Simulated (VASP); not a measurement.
Wanted: the native input for a VASP 6.6.1 run.

```yaml
Task: single point
Functional: LDA
Potentials_or_basis: VASP PAW LDA potentials, release 64 (Si, O_h)
Cutoff: 910 eV
k_mesh: 6 × 6 × 8
Occupations: gaussian, width 0.05 eV
Spin: no spin polarisation
Dipole_correction: no
Second_run: hard_potentials
Further_INCAR_settings: ALGO = Normal; EDIFF = 1e-06; NBANDS = 25
```

The structure of SiO2 lies in POSCAR:

```
SiO2
1.0
    4.2798000000      0.0000000000      0.0000000000
    0.0000000000      4.2798000000      0.0000000000
    0.0000000000      0.0000000000      2.3420000000
Si O
2 4
Direct
    0.5000000000      0.5000000000      0.5000000000
    0.0000000000      0.0000000000      0.0000000000
    0.6944252994      0.6944252994      0.0000000000
    0.1944252994      0.8055747006      0.5000000000
    0.3055747006      0.3055747006      0.0000000000
    0.8055747006      0.1944252994      0.5000000000
```

One way to write it, as run:

INCAR

```
SYSTEM = SiO2
PREC = Accurate ; ENCUT = 910
EDIFF = 1E-6 ; ISMEAR = 0
SIGMA = 0.05 ; LREAL = .False.
LASPH = .True. ; NELM = 120
ALGO = Normal ; ISIF = 2
LWAVE = .False. ; LCHARG = .False.
NBANDS = 25 ; GGA_COMPAT = .False.
```

KPOINTS

```
regular mesh
0
Gamma
  6 6 8
  0 0 0
```

Potentials or basis: VASP PAW LDA potentials, release 64 (Si, O_h).

Run with:

```sh
$ cat potpaw_LDA.64/Si/POTCAR potpaw_LDA.64/O_h/POTCAR > POTCAR
$ mpirun -np 1 vasp_std > vasp.out
```

Results of the run:

```yaml
Pressure: 42.0 GPa
Largest_force: 0.021 eV/Å
Band_gap_on_the_k_mesh: 6.97 eV, direct
```

Caveat: the cutoff is under 1.25 times the usual one of these potentials, so pressure, stress and relaxed cells hold a basis-set (Pulay) error.

It took 33 s on 1 thread of Intel(R) Xeon(R) 6975P-C (Granite Rapids) (shared host), peak memory 0.22 GiB.
